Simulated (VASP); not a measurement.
# Rb (P6/mmm) in VASP: notebook, part 2 of 3

VASP 6.6.1. Earlier steps stand in the parts before.

### Step 3. Single point, PBE

This run uses another cell than the first one, of 71.16 Å³/atom.

Contents of INCAR:

```
PREC = Accurate
ENCUT = 520
EDIFF = 1E-6
ISMEAR = -1
SIGMA = 0.05
LREAL = F
LASPH = T
NELM = 100
ALGO = Normal
ISIF = 2
LWAVE = F
LCHARG = F
GGA = PE
NBANDS = 10
```

Contents of KPOINTS:

```
regular mesh
0
Gamma
  9 9 8
```

Contents of POSCAR:

```
Rb
1.0
    4.4380243146      0.0000000000      0.0000000000
   -2.2190121573      3.8434417990      0.0000000000
    0.0000000000      0.0000000000      4.1717428556
Rb
1
Direct
    0.0000000000      0.0000000000      0.0000000000
```

Potentials or basis: VASP PAW PBE potentials, release 64 (Rb_sv).

Started as:

```console
cat potpaw_PBE.64/Rb_sv/POTCAR > POTCAR
mpirun -np 1 vasp_std > vasp.out
```

OUTCAR:

```text
PREC = Accurate
   ENCUT = 520
   EDIFF = 1E-6
   ISMEAR = -1
   LREAL = F
   LASPH = T
   NELM = 100
   ISIF = 2
   GGA = PE

 ion  position               nearest neighbor table
   1  0.000  0.000  0.000-

  LATTYP: Found a hexagonal cell.
 ALAT       =     4.4380243146
 C/A-ratio  =     0.9400000000

  Lattice vectors:

 A1 = (   4.4380243146,   0.0000000000,   0.0000000000)
 A2 = (  -2.2190121573,   3.8434417990,   0.0000000000)
 A3 = (   0.0000000000,   0.0000000000,   4.1717428556)

Analysis of symmetry for initial positions (statically):
=====================================================================
 Subroutine PRICEL returns:
 Original cell was already a primitive cell.

 Routine SETGRP: Setting up the symmetry group for a
 hexagonal supercell.

 Subroutine GETGRP returns: Found 24 space group operations
 (whereof 24 operations were pure point group operations)
 out of a pool of 24 trial point group operations.

The static configuration has the point symmetry D_6h.

Analysis of symmetry for dynamics (positions and initial velocities):
=====================================================================
 Subroutine PRICEL returns:
 Original cell was already a primitive cell.

 Routine SETGRP: Setting up the symmetry group for a
 hexagonal supercell.

 Subroutine GETGRP returns: Found 24 space group operations
 (whereof 24 operations were pure point group operations)
 out of a pool of 24 trial point group operations.

The dynamic configuration has the point symmetry D_6h.

 Subroutine INISYM returns: Found 24 space group operations
 (whereof 24 operations are pure point group operations),
 and found     1 'primitive' translations

----------------------------------------------------------------------------------------

[... 106 lines left out ...]
   EFERMI_NEDOS =   21; number of points for ismear=-14 and -15
   IALGO  =     38    algorithm
   IMIX   =      4    mixing-type and parameters
     AMIX     =   0.40;   BMIX     =  1.00
     AMIX_MAG =   1.60;   BMIX_MAG =  1.00
  volume/ion in A,a.u.               =      71.16       480.20
  Fermi-wavevector in a.u.,A,eV,Ry     =   0.821763  1.552907  9.187935  0.675294
  Thomas-Fermi vector in A             =   1.932979
   LORBIT       =      0    0 simple, 1 ext, 2 COOP (PROOUT), +10 PAW based schemes
   GGA     = PE    functional components
[... 5 lines left out ...]
 non-spin polarized calculation
  energy-cutoff  :      520.00
  volume of cell :       71.16
 maximum number of plane-waves:      1936
 NGX is ok and might be reduce to    36
   NGX = 17   NGY = 17   NGZ = 15

 number of electron       9.0000000 magnetization

 Free energy of the ion-electron system (eV)
  ---------------------------------------------------
  ext. energy  EPLUGINS =         0.00000000
  ---------------------------------------------------
  free energy    TOTEN  =        -0.81623335 eV

  energy without entropy =       -0.80781397  energy(sigma->0) =       -0.81202366

 E-fermi :   0.6816     XC(G=0):  -6.0941

 val. band max:        0.6806279922   @ k =   0.1111  -0.0000   0.5000
 cond. band min:       0.7366442445   @ k =   0.3333   0.1111   0.2500
 fundamental gap:      0.0560162523
 Fermi energy:         0.6816172961

 k-point     1 :       0.0000    0.0000    0.0000
  band No.  band energies     occupation
      1     -28.2781      2.00000
      2     -12.2612      2.00000
      3     -12.2612      2.00000
      4     -12.2479      2.00000
      5      -1.6471      2.00000
      6       3.0446      0.00000
      7       4.4305      0.00000
      8       4.4305      0.00000
      9       7.3984      0.00000
     10       7.4739      0.00000
[... 287 lines left out ...]
 k-point    24 :       0.3333    0.3333    0.1250
  band No.  band energies     occupation
      1     -28.2586      2.00000
      2     -12.4342      2.00000
      3     -12.4342      2.00000
      4     -12.2584      2.00000
      5       1.7138      0.00000
      6       1.7138      0.00000
      7       2.3728      0.00000
      8       5.1707      0.00000
      9       5.1707      0.00000
     10       6.1642      0.00000

 [... further k-points ...]

------------------------ aborting loop because EDIFF is reached ----------------------------------------

  FORCE on cell =-STRESS in cart. coord.  units (eV):
  Direction    XX          YY          ZZ          XY          YZ          ZX
  --------------------------------------------------------------------------------------
  -------------------------------------------------------------------------------------
  Total        0.5580890      0.5580890      0.4879006      0.0000000     -0.0000000      0.0000000
  in kB       12.5656952     12.5656952     10.9853641      0.0000000     -0.0000000      0.0000000
  external PRESSURE =      12.0389182 kB  Pullay stress =       0.0000000 kB

 VOLUME and BASIS-vectors are now :
 -----------------------------------------------------------------------------
  energy-cutoff  :      520.00
  volume of cell :       71.16
      direct lattice vectors                 reciprocal lattice vectors
     4.438024315  0.000000000  0.000000000     0.225325489  0.130091732  0.000000000
    -2.219012157  3.843441799  0.000000000     0.000000000  0.260183464  0.000000000
     0.000000000  0.000000000  4.171742856     0.000000000  0.000000000  0.239707967

 POSITION                                       TOTAL-FORCE (eV/Angst)
 -----------------------------------------------------------------------------------
      0.00000      0.00000      0.00000         0.000000      0.000000      0.000000
 -----------------------------------------------------------------------------------
    total drift:                                0.000000     -0.000000     -0.000000

  FREE ENERGIE OF THE ION-ELECTRON SYSTEM (eV)
  ---------------------------------------------------
  free  energy   TOTEN  =        -0.8162333476 eV

  energy  without entropy=       -0.8078139702  energy(sigma->0) =       -0.81202366
```

Run time: 11 s. Hardware: 1 thread of Intel Xeon 6975P-C (Granite Rapids), shared host; peak memory 0.2 GiB.

What came out:

```
Free energy            : -0.8162 eV
Pressure               : 1.2 GPa
Band gap on the k mesh : zero (an odd number of electrons rules out a gap without spin polarisation)
```

Stress tensor (GPa, compression positive):
```
1.26 0.00 0.00
0.00 1.26 0.00
0.00 0.00 1.10
```

### Step 4. Single point, PBE (71.16 Å³/atom)

This run uses another cell than the first one, of 71.16 Å³/atom.

Contents of INCAR:

```
SYSTEM = Rb
PREC     = Accurate       ! precision mode
ENCUT    = 520            ! plane-wave cutoff, eV
EDIFF    = 1E-6           ! SCF threshold, eV
ISMEAR   = -1             ! smearing method
SIGMA    = 0.05           ! smearing width, eV
LREAL    = .False.        ! projectors in reciprocal space
LASPH    = .True.         ! aspherical terms in the spheres
NELM     = 60             ! most SCF steps
ALGO     = Normal         ! electronic algorithm
ISIF     = 2              ! what is computed and relaxed
LWAVE    = .False.        ! write WAVECAR
LCHARG   = .False.        ! write CHGCAR
GGA      = PE             ! functional
NBANDS   = 10             ! bands
```

Contents of KPOINTS:

```
Automatic mesh
0
Gamma
  9 9 8
  0 0 0
```

POSCAR is that of step 3.

Started as:

```console
cat potpaw_PBE.64/Rb_sv/POTCAR > POTCAR
mpirun -np 1 vasp_std > vasp.out
```

Wall time 10 s (1 thread of Intel Xeon 6975P-C (Granite Rapids), shared host); peak memory 0.2 GiB.

It converged, with:

```
Free energy            : -0.8162 eV
Pressure               : 1.2 GPa
Band gap on the k mesh : zero (an odd number of electrons rules out a gap without spin polarisation)
```

Stress tensor (GPa, compression positive):
```
1.26 0.00 0.00
0.00 1.26 0.00
0.00 0.00 1.10
```

Levels at points of the mesh, in eV from the Fermi level:
```csv
k point,band 3,band 4,band 5,band 6,band 7,band 8
"(0.00, 0.00, 0.00)",-12.94,-12.93,-2.33,2.36,3.75,3.75
"(0.00, 0.00, 0.50)",-12.92,-12.92,-0.20,0.37,4.38,4.38
```

(Continued in part 3 of 3.)
